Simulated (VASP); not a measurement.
Set up this calculation in VASP 6.6.1, as the native input.

```
Task                   : single point
Functional             : PBEsol
Potentials or basis    : VASP PAW PBE potentials, release 64 (Sn_d, O)
Cutoff                 : 520 eV
k mesh                 : 6 × 6 × 8
Occupations            : fermi-dirac, width 0.05 eV
Spin                   : no spin polarisation
Dipole correction      : no
Further INCAR settings : ALGO = Normal; EDIFF = 1e-06; NBANDS = 35
```

The structure of SnO2 (Cassiterite) lies in POSCAR:

```
SnO2
1.0
    4.7380000000      0.0000000000      0.0000000000
    0.0000000000      4.7380000000      0.0000000000
    0.0000000000      0.0000000000      3.1865000000
Sn O
2 4
Direct
    0.5000000000      0.5000000000      0.5000000000
    0.0000000000      0.0000000000      0.0000000000
    0.8071000000      0.1929000000      0.5000000000
    0.6929000000      0.6929000000      0.0000000000
    0.1929000000      0.8071000000      0.5000000000
    0.3071000000      0.3071000000      0.0000000000
```

One way to write it, as run:

INCAR

```
PREC = Accurate
ENCUT = 520
EDIFF = 1E-6
ISMEAR = -1
SIGMA = 0.05
LREAL = False
LASPH = True
NELM = 100
ALGO = Normal
ISIF = 2
LWAVE = False
LCHARG = False
GGA = PS
NBANDS = 35
```

KPOINTS

```
regular mesh
0
Gamma
  6 6 8
```

Potentials or basis: VASP PAW PBE potentials, release 64 (Sn_d, O).

The run is started by

```bash
$ cat potpaw_PBE.64/Sn_d/POTCAR potpaw_PBE.64/O/POTCAR > POTCAR
$ mpirun -np 1 vasp_std > vasp.out
```

Results of the run:

| Quantity | Value |
| --- | --- |
| Pressure | 5.4 GPa |
| Largest force | 0.229 eV/Å |
| Band gap on the k mesh | 1.18 eV, direct |

Caveat: the PAW data sets were made with another functional, which shifts forces and pressure a little; spin-orbit coupling is left out, which moves the levels of the heavy elements.

Run time: 72 s on 1 thread of Intel(R) Xeon(R) Platinum 8259CL CPU @ 2.50GHz (Skylake/Cascade Lake), with other jobs on the host, peak memory 0.23 GiB.
